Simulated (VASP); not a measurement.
**BaS: single point with PBEsol**

Crystal: BaS.

```
CELL_PARAMETERS angstrom
0.00000 3.51941 3.51941
3.51941 0.00000 3.51941
3.51941 3.51941 0.00000
ATOMIC_POSITIONS crystal
Ba 0.00000 0.00000 0.00000
S 0.25000 0.25000 0.25000
```

```json
{"Program": "VASP 6.6.1", "Task": "single point", "Functional": "PBEsol", "Potentials or basis": "VASP PAW PBE potentials, release 64 (Ba_sv, S)", "Cutoff": "500 eV", "k mesh": "4 × 4 × 4", "Occupations": "fermi-dirac, width 0.05 eV", "Spin": "no spin polarisation"}
```

```
Pressure               : -0.8 GPa
Band gap on the k mesh : 2.63 eV (least direct gap 3.32 eV)
```

Levels at points of the mesh, in eV from the valence-band top:
```csv
k point,band 5,band 6,band 7,band 8,band 9,band 10,band 11,band 12
"(0.00, 0.00, 0.00)",-9.89,-0.69,-0.69,-0.69,2.63,5.00,5.00,6.93
"(0.50, 0.00, 0.00)",-9.25,-0.62,-0.43,-0.43,4.37,5.19,5.19,5.30
"(0.50, 0.50, 0.00)",-9.06,-1.11,-0.01,-0.01,3.36,4.48,6.26,6.26
```

Run time: 7.8 s on 1 thread of AMD EPYC 9R45 96-Core Processor (Zen 5), on a shared host, peak memory 0.17 GiB.

Caveat: the PAW data sets were made with another functional, which shifts forces and pressure a little; spin-orbit coupling is left out, which moves the levels of the heavy elements. A k mesh can miss the band edges.
